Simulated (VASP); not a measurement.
# BN (P1) in VASP: notebook, part 2 of 2

VASP 6.6.1.

### 4 Single point, PBEsol (8.41 Å³/atom)

This run uses another cell than the first one, of 8.41 Å³/atom.

INCAR

```
SYSTEM = BN
PREC = Accurate
ENCUT = 520
EDIFF = 1E-7
ISMEAR = -1
SIGMA = 0.05
LREAL = .False.
LASPH = .True.
NELM = 80
ALGO = Normal
ISIF = 2
LWAVE = .False.
LCHARG = .False.
GGA = PS
NBANDS = 11
```

KPOINTS

```
Automatic mesh
0
Gamma
  13 13 9
  0 0 0
```

POSCAR

```
BN
1.0
    2.5246509505      0.0000000000      0.0000000000
   -1.2549673680      2.1906435874      0.0000000000
   -0.6348417913     -1.0953217937      3.0425574046
N B
1 1
Direct
    0.6685060000      0.3323850000      0.9849990000
    0.9796430000      0.9834990000      0.0018060000
```

Potentials or basis: VASP PAW PBE potentials, release 64 (N, B).

On the command line:

```
$ cat potpaw_PBE.64/N/POTCAR potpaw_PBE.64/B/POTCAR > POTCAR
$ mpirun -np 1 vasp_std > vasp.out
```

OUTCAR:

```text
SYSTEM = BN
   PREC = Accurate
   ENCUT = 520
   EDIFF = 1E-7
   ISMEAR = -1
   LREAL = .False.
   LASPH = .True.
   NELM = 80
   ISIF = 2
   GGA = PS

 ion  position               nearest neighbor table
   1  0.669  0.332  0.985-   2 1.41   2 1.44   2 1.53
   2  0.980  0.983  0.002-   1 1.41   1 1.44   1 1.53

  LATTYP: Found a face centered orthorhombic cell.
 ALAT       =     2.5319983662
 B/A-ratio  =     1.7253460765
 C/A-ratio  =     2.4032854406

  Lattice vectors:

 A1 = (  -1.8898091593,   1.0953217937,   3.0425574046)
 A2 = (   0.6348417912,   1.0953217937,   3.0425574046)
 A3 = (  -1.2549673680,   2.1906435874,   0.0000000000)

Analysis of symmetry for initial positions (statically):
=====================================================================
 Subroutine PRICEL returns:
 Original cell was already a primitive cell.

 Routine SETGRP: Setting up the symmetry group for a
 face centered orthorhombic supercell.

 Subroutine GETGRP returns: Found  1 space group operations
 (whereof  1 operations were pure point group operations)
[... 188 lines left out ...]
 cond. band min:       5.9675676510   @ k =  -0.4615  -0.4615   0.4444
 fundamental gap:      2.7151783358
 Fermi energy:         4.2273950317

 k-point     1 :       0.0000    0.0000    0.0000
  band No.  band energies     occupation
      1     -14.9328      2.00000
      2      -0.5676      2.00000
      3       0.7239      2.00000
      4       2.3228      2.00000
      5       8.3921      0.00000
      6      13.1776      0.00000
      7      15.2468      0.00000
      8      15.8081      0.00000
      9      17.6691      0.00000
     10      27.9104      0.00000
     11      29.9515      0.00000
[... 309 lines left out ...]
 k-point    24 :       0.2308    0.1538    0.0000
  band No.  band energies     occupation
      1     -12.7761      2.00000
      2      -3.3847      2.00000
      3      -1.7424      2.00000
      4       0.6563      2.00000
      5       9.9267      0.00000
      6      13.2651      0.00000
      7      15.1654      0.00000
      8      18.6394      0.00000
      9      20.0548      0.00000
     10      23.4317      0.00000
     11      27.3577      0.00000

 [... further k-points ...]
[... 5 lines left out ...]
  --------------------------------------------------------------------------------------
  -------------------------------------------------------------------------------------
  Total       -1.3191127     -0.1812695      0.4659699     -0.4735538      0.1175885      0.0538206
  in kB     -125.5973954    -17.2593159     44.3666417    -45.0887406     11.1960167      5.1244522
  external PRESSURE =     -32.8300232 kB  Pullay stress =       0.0000000 kB

 VOLUME and BASIS-vectors are now :
 -----------------------------------------------------------------------------
  energy-cutoff  :      520.00
  volume of cell :       16.83
      direct lattice vectors                 reciprocal lattice vectors
     2.524650950  0.000000000  0.000000000     0.396094359  0.226912994  0.164335437
    -1.254967368  2.190643587  0.000000000     0.000000000  0.456486854  0.164335437
    -0.634841791 -1.095321794  3.042557405     0.000000000  0.000000000  0.328670874

 POSITION                                       TOTAL-FORCE (eV/Angst)
 -----------------------------------------------------------------------------------
      0.64529     -0.35075      2.99692        -1.588437     -1.995983      0.596526
      1.23785      2.15252      0.00549         1.588437      1.995983     -0.596526
 -----------------------------------------------------------------------------------
    total drift:                               -0.000150     -0.000027     -0.000003

  FREE ENERGIE OF THE ION-ELECTRON SYSTEM (eV)
  ---------------------------------------------------
  free  energy   TOTEN  =       -18.1364039455 eV

  energy  without entropy=      -18.1364039455  energy(sigma->0) =      -18.13640395
```

stdout:

```text
POSCAR found type information on POSCAR N B
 POSCAR found :  2 types and       2 ions
 scaLAPACK will be used
 -----------------------------------------------------------------------------
|                                                                             |
|                                                                             |
[... 21 lines left out ...]
|     Results are often still useful ...                                      |
|                                                                             |
 -----------------------------------------------------------------------------

 POSCAR, INCAR and KPOINTS ok, starting setup
 FFT: planning ... GRIDC
 FFT: planning ... GRID_SOFT
 FFT: planning ... GRID
 WAVECAR not read
 entering main loop
```

Run time: 2.5 min. Hardware: 1 thread of Intel Xeon 8259CL, shared host; peak memory 0.24 GiB.

Results:

```yaml
Free_energy: -18.1364 eV
Pressure: -3.3 GPa
Largest_force: 2.620 eV/Å
Band_gap_on_the_k_mesh: 2.72 eV (least direct gap 4.42 eV)
```

Forces in eV/Å, atoms in the order of the input:
```
N   -1.588 -1.996  0.597
B    1.588  1.996 -0.597
```

Levels at points of the mesh, in eV from the valence-band top:
```
           k point  band 1  band 2  band 3  band 4  band 5  band 6  band 7  band 8
(0.00, 0.00, 0.00)  -18.19   -3.82   -2.53   -0.93    5.14    9.93   11.99   12.56
```

Caveat: the cell stands under tension; the PAW data sets were made with another functional, which shifts forces and pressure a little; an odd mesh through Γ misses points on the zone boundary, where band edges can lie.

### 5 Summary

| level | potentials or basis | cell | gap on the mesh (eV) | pressure (GPa) | largest force (eV/Å) |
| --- | --- | --- | --- | --- | --- |
| PBEsol | VASP PAW PBE potentials, release 64 (N, B) | a = 2.474, b = 2.474, c = 3.230 Å, angles 101.1, 101.1, 119.8°, 2 atoms | 2.68 | 13.8 | 3.00 |
| LDA | VASP PAW LDA potentials, release 64 (N, B) | a = 2.525, b = 2.525, c = 3.295 Å, angles 101.1, 101.1, 119.8°, 2 atoms | 2.64 | -8.5 | 2.58 |
| PBEsol | VASP PAW PBE potentials, release 64 (N, B) | a = 2.525, b = 2.525, c = 3.295 Å, angles 101.1, 101.1, 119.8°, 2 atoms | 2.72 | -3.3 | 2.62 |

Alike in all rows: task single point; no spin polarisation; k mesh 13 × 13 × 9; cutoff (eV) 520; smearing fermi-dirac 0.05 eV.

Caveats: an odd mesh through Γ misses points on the zone boundary, where band edges can lie; the PAW data sets were made with another functional, which shifts forces and pressure a little (at least some runs); the cell stands under tension (at least some runs); the cell stands under pressure (at least some runs); forces of over 1 eV/Å act on the atoms, so gaps and moduli don't describe the material at rest (at least some runs).

Absolute energies hang on the potentials; compare differences alone.
